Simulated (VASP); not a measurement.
Wanted: the native input for a VASP 6.6.1 run.

```yaml
Task: single point
Functional: PBE
Potentials_or_basis: VASP PAW PBE potentials, release 64 (Na_pv, S)
Cutoff: 500 eV
k_mesh: 6 × 6 × 6
Occupations: gaussian, width 0.05 eV
Spin: no spin polarisation
Dipole_correction: no
Further_INCAR_settings: ALGO = Normal; EDIFF = 1e-06; NBANDS = 17
```

The structure of Na2S lies in POSCAR:

```
Na2S
1.0
    0.0000000000      3.1324800000      3.2630000000
    3.1324800000      0.0000000000      3.2630000000
    3.1324800000      3.1324800000      0.0000000000
Na S
2 1
Direct
    0.2500000000      0.2500000000      0.2500000000
    0.7500000000      0.7500000000      0.7500000000
    0.0000000000      0.0000000000      0.0000000000
```

This cell differs from its parent crystal: strain -0.040 along x and y, +0.000 along z.

The input as run:

INCAR

```
PREC     = Accurate       # precision mode
ENCUT    = 500            # plane-wave cutoff, eV
EDIFF    = 1E-6           # SCF threshold, eV
ISMEAR   = 0              # smearing method
SIGMA    = 0.05           # smearing width, eV
LREAL    = False          # projectors in reciprocal space
LASPH    = True           # aspherical terms in the spheres
NELM     = 120            # most SCF steps
ALGO     = Normal         # electronic algorithm
ISIF     = 2              # what is computed and relaxed
LWAVE    = False          # write WAVECAR
LCHARG   = True           # write CHGCAR
GGA      = PE             # functional
LELF     = True           # ELF
LVHAR    = True         
NBANDS   = 17             # bands
GGA_COMPAT= False
```

KPOINTS

```
Automatic mesh
0
Gamma
  6 6 6
```

Potentials or basis: VASP PAW PBE potentials, release 64 (Na_pv, S).

Command:

```sh
$ cat potpaw_PBE.64/Na_pv/POTCAR potpaw_PBE.64/S/POTCAR > POTCAR
$ mpirun -np 1 vasp_std > vasp.out
```

Results of the run:

- Pressure: 3.5 GPa
- Band gap on the k mesh: 2.76 eV

Caveat: the cell differs from its parent crystal (strain -0.040 along x and y, +0.000 along z); the cell stands under pressure.

It took 29 s on 1 thread of Intel Xeon 8259CL, on a shared host, peak memory 0.16 GiB.
